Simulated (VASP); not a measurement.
# MgI2 in VASP: single point with r2SCAN

Aim: the single point of MgI2 with r2SCAN.

All numbers are computed with VASP 6.6.1; they aren't measurements. Logs are shortened: lines on timing, memory, paths and dates and some standing lists are left out, and cuts for length are marked.

## Step 1: The cell of the first run

The cell holds a sheet with vacuum, 6 atoms: a = 4.129 Å, b = 4.129 Å, c = 44.207 Å, α = 90.00°, β = 90.00°, γ = 120.00°.

## Step 2: Single point, r2SCAN

The input, POSCAR:

```
MgI2
1.0
    4.1291190293     -0.0000002887      0.0000000000
   -2.0645592647      3.5759221190      0.0000000000
    0.0000000000      0.0000000000     44.2065080000
Mg I
2 4
Direct
    0.0000000000      0.0000000000      0.1937108333
    0.3333333333      0.6666666667      0.3491958333
    0.3333333333      0.6666666667      0.2316593333
    0.6666666667      0.3333333333      0.1556768333
    0.6666666667      0.3333333333      0.3872298333
    0.0000000000      0.0000000000      0.3112473333
```

The input, INCAR.step1:

```
PREC = Accurate
ENCUT = 520
ISMEAR = 0
SIGMA = 0.02
LREAL = F
LASPH = T
NELM = 80
LDIPOL = T
IDIPOL = 3
DIPOL = 0.5 0.5 0.271
NBANDS = 25
GGA = PE
ALGO = Normal
EDIFF = 1E-4
LWAVE = T
LCHARG = F
```

The input, INCAR.step2:

```
PREC = Accurate
ENCUT = 520
EDIFF = 1E-6
ISMEAR = 0
SIGMA = 0.02
LREAL = F
LASPH = T
NELM = 80
ALGO = Normal
ISIF = 2
LWAVE = F
LCHARG = F
LDIPOL = T
IDIPOL = 3
DIPOL = 0.5 0.5 0.271
METAGGA = R2SCAN
LMIXTAU = T
NBANDS = 25
ISTART = 1
```

The input, KPOINTS:

```
Automatic mesh
0
Gamma
  6 6 1
```

Potentials or basis: VASP PAW PBE potentials, release 64 (Mg, I).

On the command line:

```
$ cat potpaw_PBE.64/Mg/POTCAR potpaw_PBE.64/I/POTCAR > POTCAR
$ cp INCAR.step1 INCAR
$ mpirun -np 1 vasp_std > vasp.out
$ cp INCAR.step2 INCAR
$ mpirun -np 1 vasp_std > vasp.out
```

OUTCAR:

```text
PREC = Accurate
   ENCUT = 520
   EDIFF = 1E-6
   ISMEAR = 0
   LREAL = F
   LASPH = T
   NELM = 80
   ISIF = 2
   METAGGA = R2SCAN
   ISTART = 1

 ion  position               nearest neighbor table
   1  0.000  0.000  0.194-   3 2.92   3 2.92   3 2.92   4 2.92   4 2.92   4 2.92
   2  0.333  0.667  0.349-   6 2.92   6 2.92   6 2.92   5 2.92   5 2.92   5 2.92
   3  0.333  0.667  0.232-   1 2.92   1 2.92   1 2.92
   4  0.667  0.333  0.156-   1 2.92   1 2.92   1 2.92
   5  0.667  0.333  0.387-   2 2.92   2 2.92   2 2.92
   6  0.000  0.000  0.311-   2 2.92   2 2.92   2 2.92

  LATTYP: Found a hexagonal cell.
 ALAT       =     4.1291190293
 C/A-ratio  =    10.7060386698

  Lattice vectors:

 A1 = (   4.1291190293,  -0.0000002887,   0.0000000000)
 A2 = (  -2.0645592647,   3.5759221190,   0.0000000000)
 A3 = (   0.0000000000,   0.0000000000,  44.2065080000)

Analysis of symmetry for initial positions (statically):
=====================================================================
 Subroutine PRICEL returns:
 Original cell was already a primitive cell.

 Routine SETGRP: Setting up the symmetry group for a
 hexagonal supercell.

 Subroutine GETGRP returns: Found 12 space group operations
 (whereof  6 operations were pure point group operations)
 out of a pool of 24 trial point group operations.

The static configuration has the point symmetry C_3v.
 The point group associated with its full space group is D_3d.

Analysis of symmetry for dynamics (positions and initial velocities):
=====================================================================
 Subroutine PRICEL returns:
 Original cell was already a primitive cell.

 Routine SETGRP: Setting up the symmetry group for a
 hexagonal supercell.

 Subroutine GETGRP returns: Found 12 space group operations
 (whereof  6 operations were pure point group operations)
 out of a pool of 24 trial point group operations.

The dynamic configuration has the point symmetry C_3v.
 The point group associated with its full space group is D_3d.

 Subroutine INISYM returns: Found 12 space group operations
 (whereof  6 operations are pure point group operations),
 and found     1 'primitive' translations

----------------------------------------------------------------------------------------

                                     Primitive cell

  volume of cell :     652.7271

  direct lattice vectors                    reciprocal lattice vectors
     4.129119029 -0.000000289  0.000000000     0.242182420  0.139824063  0.000000000
    -2.064559265  3.575922119  0.000000000     0.000000020  0.279648160  0.000000000
     0.000000000  0.000000000 44.206508000     0.000000000  0.000000000  0.022621104

  length of vectors
     4.129119029  4.129119029 44.206508000     0.279648160  0.279648160  0.022621104

  position of ions in fractional coordinates (direct lattice)
     0.000000000  0.000000000  0.193710833
     0.333333333  0.666666667  0.349195833
     0.333333333  0.666666667  0.231659333
     0.666666667  0.333333333  0.155676833
     0.666666667  0.333333333  0.387229833
     0.000000000  0.000000000  0.311247333

  ion indices of the primitive-cell ions
   primitive index   ion index
                 1           1
                 2           2
                 3           3
                 4           4
                 5           5
                 6           6

----------------------------------------------------------------------------------------

 KPOINTS: Automatic mesh

Automatic generation of k-mesh.
 Grid dimensions read from file:
 generate k-points for:    6    6    1

 Generating k-lattice:

  Cartesian coordinates                     Fractional coordinates (reciprocal lattice)
     0.040363737  0.023304010  0.000000000     0.166666667  0.000000000  0.000000000
     0.000000003  0.046608027  0.000000000    -0.000000000  0.166666667  0.000000000
     0.000000000  0.000000000  0.022621104     0.000000000  0.000000000  1.000000000

  Length of vectors
     0.046608027  0.046608027  0.022621104

  Shift w.r.t. Gamma in fractional coordinates (k-lattice)
     0.000000000  0.000000000  0.000000000

 Subroutine IBZKPT returns following result:
 ===========================================

 Found      7 irreducible k-points:

 Following reciprocal coordinates:
            Coordinates               Weight
  0.000000  0.000000  0.000000      1.000000
  0.166667  0.000000  0.000000      6.000000
  0.333333  0.000000  0.000000      6.000000
  0.500000  0.000000  0.000000      3.000000
  0.166667  0.166667  0.000000      6.000000
  0.333333  0.166667  0.000000     12.000000
  0.333333  0.333333  0.000000      2.000000
   k-points           NKPTS =      7   k-points in BZ     NKDIM =      7   number of bands    NBANDS=     25
   number of dos      NEDOS =    301   number of ions     NIONS =      6
   total plane-waves  NPLWV = 344064
   dimension x,y,z NGX =    32 NGY =   32 NGZ =  336
   dimension x,y,z NGXF=    64 NGYF=   64 NGZF=  672
   ions per type =               2   4
   NGX,Y,Z   is equivalent  to a cutoff of  12.88, 12.88, 12.64 a.u.
   NGXF,Y,Z  is equivalent  to a cutoff of  25.77, 25.77, 25.27 a.u.
 SYSTEM =  unknown system
   PREC   = accura    normal or accurate (medium, high low for compatibility)
   ISTART =      1    job   : 0-new  1-cont  2-samecut
   ICHARG =      0    charge: 1-file 2-atom 10-const
   ISPIN  =      1    spin polarized calculation?
   LNONCOLLINEAR =      F non collinear calculations
   LSORBIT =      F    spin-orbit coupling
   LASPH  =      T    aspherical Exc in radial PAW
   ENCUT  =  520.0 eV  38.22 Ry    6.18 a.u.   7.68  7.68 82.19*2*pi/ulx,y,z
   NELM   =     80;   NELMIN=  2; NELMDL=  0     # of ELM steps
   EDIFF  = 0.1E-05   stopping-criterion for ELM
   LREAL  =      F    real-space projection
   EDIFFG = 0.1E-04   stopping-criterion for IOM
   NSW    =      0    number of steps for IOM
   IBRION =     -1    ionic relax: 0-MD 1-quasi-New 2-CG
   NFREE  =      0    steps in history (QN), initial steepest desc. (CG)
   ISIF   =      2    stress and relaxation
   ISYM   =      2    0-nonsym 1-usesym 2-fastsym
   POTIM  = 0.5000    time-step for ionic-motion
   TEBEG  =    0.0;   TEEND  =   0.0 temperature during run
   PSTRESS=    0.0 pullay stress
   NELECT =      32.0000    total number of electrons
   NUPDOWN=      -1.0000    fix difference up-down
   EMIN   =  10.00;   EMAX   =-10.00  energy-range for DOS
   EFERMI =   0.00;   METHOD = LEGACY
   ISMEAR =     0;   SIGMA  =   0.02  broadening in eV -4-tet -1-fermi 0-gaus
   EFERMI_NEDOS =   21; number of points for ismear=-14 and -15
   IALGO  =     38    algorithm
   IMIX   =      4    mixing-type and parameters
     AMIX     =   0.40;   BMIX     =  1.00
     AMIX_MAG =   1.60;   BMIX_MAG =  1.00
  volume/ion in A,a.u.               =     108.79       734.14
  Fermi-wavevector in a.u.,A,eV,Ry     =   0.599167  1.132261  4.884500  0.359001
  Thomas-Fermi vector in A             =   1.650546
   LORBIT       =      0    0 simple, 1 ext, 2 COOP (PROOUT), +10 PAW based schemes
   METAGGA = R2SCAN    functional components
   LHFCALC =     F    Hartree Fock is set to
   AEXX    =    0.0000 exact exchange contribution
   IVDW    =     0    specifies the selected vdW correction
   LEPSILON=     F    determine dielectric tensor
   LRPA    =     F    only Hartree local field effects (RPA)
 non-spin polarized calculation
 Gauss-broadening in eV      SIGMA  =   0.02
  energy-cutoff  :      520.00
  volume of cell :      652.73
 maximum number of plane-waves:     17727
 NGX is ok and might be reduce to    32
   NGX = 15   NGY = 15   NGZ =165

 dipolmoment           0.000000      0.000000     -0.000001 electrons x Angstroem

 number of electron      32.0000001 magnetization

 dipolmoment           0.000000      0.000000      0.000001 electrons x Angstroem

 Free energy of the ion-electron system (eV)
  ---------------------------------------------------
  ext. energy  EPLUGINS =         0.00000000
  ---------------------------------------------------
  free energy    TOTEN  =      -113.80943025 eV

  energy without entropy =     -113.80943025  energy(sigma->0) =     -113.80943025

 E-fermi :  -3.8422     XC(G=0):  -2.8103

 val. band max:       -3.9445861387   @ k =   0.0000   0.0000   0.0000
 cond. band min:       0.0823227098   @ k =   0.5000   0.0000   0.0000
 fundamental gap:      4.0269088485
 Fermi energy:        -3.8421771717

 k-point     1 :       0.0000    0.0000    0.0000
  band No.  band energies     occupation
      1     -16.3293      2.00000
      2     -16.2381      2.00000
      3     -15.7671      2.00000
      4     -15.6613      2.00000
      5      -7.3182      2.00000
      6      -6.8484      2.00000
[... 17 lines left out ...]
     24       3.0158      0.00000
     25       3.3114      0.00000

 k-point     2 :       0.1667    0.0000    0.0000
  band No.  band energies     occupation
      1     -16.1785      2.00000
      2     -16.0934      2.00000
      3     -15.6694      2.00000
      4     -15.5748      2.00000
      5      -7.1412      2.00000
      6      -6.7835      2.00000
[... 17 lines left out ...]
     24       3.1276      0.00000
     25       3.2796      0.00000

 k-point     3 :       0.3333    0.0000    0.0000
  band No.  band energies     occupation
      1     -15.8205      2.00000
      2     -15.7566      2.00000
      3     -15.4748      2.00000
      4     -15.4137      2.00000
      5      -7.1579      2.00000
      6      -7.0466      2.00000
[... 17 lines left out ...]
     24       3.7391      0.00000
     25       4.0035      0.00000

 k-point     4 :       0.5000    0.0000    0.0000
  band No.  band energies     occupation
      1     -15.5741      2.00000
      2     -15.5363      2.00000
      3     -15.4024      2.00000
      4     -15.3718      2.00000
      5      -7.6462      2.00000
      6      -7.5035      2.00000
[... 17 lines left out ...]
     24       3.4113      0.00000
     25       3.8592      0.00000

 k-point     5 :       0.1667    0.1667    0.0000
  band No.  band energies     occupation
      1     -15.9216      2.00000
      2     -15.8504      2.00000
      3     -15.5212      2.00000
      4     -15.4493      2.00000
      5      -6.9402      2.00000
      6      -6.8948      2.00000
[... 17 lines left out ...]
     24       3.6229      0.00000
     25       3.7182      0.00000

 k-point     6 :       0.3333    0.1667    0.0000
  band No.  band energies     occupation
      1     -15.5909      2.00000
      2     -15.5497      2.00000
      3     -15.3916      2.00000
      4     -15.3595      2.00000
      5      -7.3778      2.00000
      6      -7.2442      2.00000
[... 17 lines left out ...]
     24       3.5128      0.00000
     25       3.7992      0.00000

 k-point     7 :       0.3333    0.3333    0.0000
  band No.  band energies     occupation
      1     -15.4137      2.00000
      2     -15.4137      2.00000
      3     -15.3832      2.00000
      4     -15.3832      2.00000
      5      -7.1740      2.00000
      6      -7.1740      2.00000
[... 17 lines left out ...]
     24       4.7502      0.00000
     25       4.8743      0.00000

------------------------ aborting loop because EDIFF is reached ----------------------------------------

 vacuum level on the upper side and lower side of the slab       (xc-potential included)        -0.000         0.000

  FORCE on cell =-STRESS in cart. coord.  units (eV):
  Direction    XX          YY          ZZ          XY          YZ          ZX
  --------------------------------------------------------------------------------------
  -------------------------------------------------------------------------------------
  Total        1.0959035      1.0959035      0.3909840     -0.0000000     -0.0000000     -0.0000000
  in kB        2.6899937      2.6899937      0.9597053     -0.0000000     -0.0000000     -0.0000000
  external PRESSURE =       2.1132309 kB  Pullay stress =       0.0000000 kB

 VOLUME and BASIS-vectors are now :
 -----------------------------------------------------------------------------
  energy-cutoff  :      520.00
  volume of cell :      652.73
      direct lattice vectors                 reciprocal lattice vectors
     4.129119029 -0.000000289  0.000000000     0.242182420  0.139824063  0.000000000
    -2.064559265  3.575922119  0.000000000     0.000000020  0.279648160  0.000000000
     0.000000000  0.000000000 44.206508000     0.000000000  0.000000000  0.022621104

 POSITION                                       TOTAL-FORCE (eV/Angst)
 -----------------------------------------------------------------------------------
      0.00000      0.00000      8.56328        -0.000000      0.000000     -0.026451
      0.00000      2.38395     15.43673         0.000000     -0.000000      0.026451
      0.00000      2.38395     10.24085         0.000000     -0.000000     -0.065086
      2.06456      1.19197      6.88193         0.000000      0.000000     -0.000606
      2.06456      1.19197     17.11808        -0.000000     -0.000000      0.000606
      0.00000      0.00000     13.75916        -0.000000      0.000000      0.065086
 -----------------------------------------------------------------------------------
    total drift:                               -0.000001      0.000000      0.001820

  FREE ENERGIE OF THE ION-ELECTRON SYSTEM (eV)
  ---------------------------------------------------
  free  energy   TOTEN  =      -113.8094302461 eV

  energy  without entropy=     -113.8094302461  energy(sigma->0) =     -113.80943025

 vacuum level on the upper side and lower side of the slab         2.710         2.710
```

Wall time 26 min (1 thread of Oxide Virtual Turin-like, shared host); peak memory 0.78 GiB.

Results:

```
Free energy            : -113.8094 eV
Largest force          : 0.065 eV/Å
Band gap on the k mesh : 4.03 eV, indirect (least direct gap 4.49 eV)
```

Forces on the atoms (eV/Å):
```
Mg   0.000  0.000 -0.026
Mg   0.000  0.000  0.026
I    0.000  0.000 -0.065
I    0.000  0.000 -0.001
I    0.000  0.000  0.001
I    0.000  0.000  0.065
```

Caveat: the PAW data sets were made with another functional, which shifts forces and pressure a little; spin-orbit coupling is left out, which moves the levels of the heavy elements.
